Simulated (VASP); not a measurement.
Crystal: Be7S.

```
Be S
1.0
     4.48282    0.00000    0.00000
    -2.24141    3.88223    0.00000
     0.00000    0.00000    4.60923
Be S
7 1
Direct
  0.50000 0.00000 0.50000
  0.00000 0.50000 0.50000
  0.50000 0.50000 0.50000
  0.33333 0.66667 0.66629
  0.66667 0.33333 0.66629
  0.66667 0.33333 0.33371
  0.33333 0.66667 0.33371
  0.00000 0.00000 0.50000
```

The cell was generated, and may not be a known phase.

| Property | Result |
| --- | --- |
| Program | VASP 6.6.1 |
| Task | relaxation of cell and atoms |
| Functional | PBE |
| Potentials or basis | VASP PAW PBE potentials, release 64 (Be, S) |
| Cutoff | 600 eV |
| k mesh | 4 × 4 × 4 |
| Occupations | gaussian, width 0.2 eV |
| Spin | no spin polarisation |

At the start: pressure 92.1 GPa; volume 10.03 Å³/atom.

How do energy, volume and symmetry change on relaxing?

Over 10 steps the energy falls by 3203.6 meV/atom and the volume is 11.82 Å³/atom (+17.9 %); space group P6/mmm (No. 191, to 0.1 Å) before and after.

Step by step:
| step | energy change (eV) | largest force (eV/Å) | pressure (GPa) | volume (Å³) |
| --- | --- | --- | --- | --- |
| 1 | 0.0000 | 18.3217 | 92.09 | 80.22 |
| 2 | -17.8124 | 5.0367 | -9.48 | 167.37 |
| 3 | -22.5287 | 1.1456 | -7.56 | 123.73 |
| 4 | -22.5231 | 1.2586 | -7.13 | 122.73 |
| 5 | -23.9621 | 1.1512 | -6.43 | 112.89 |
| 6 | -24.8930 | 0.3653 | 12.16 | 84.09 |
| 7 | -25.5281 | 0.3879 | -1.98 | 97.81 |
| 8 | -25.6217 | 0.1970 | 0.26 | 94.38 |
| 9 | -25.6237 | 0.1576 | 0.78 | 93.71 |
| 10 | -25.6286 | 0.0333 | 0.05 | 94.55 |

Final structure:
```xyz
8
Lattice="4.3336 0.0000 0.0000 -2.1668 3.7530 0.0000 0.0000 0.0000 5.8132" Properties=species:S:1:pos:R:3 pbc="T T T"
Be    2.1668    0.0000    2.9066
Be   -1.0834    1.8765    2.9066
Be    1.0834    1.8765    2.9066
Be    0.0000    2.5020    4.8252
Be    2.1668    1.2510    4.8252
Be    2.1668    1.2510    0.9880
Be    0.0000    2.5020    0.9880
S     0.0000    0.0000    2.9066
```

Caveat: the k points lie up to 0.42 Å⁻¹ apart in the final cell, too coarse for converged energies and pressures of a metal; the volume moved by over 15 % at a fixed basis, so the end points are rough; the relaxation stopped at a loose force limit of 0.08 eV/Å, so its end isn't a converged minimum.
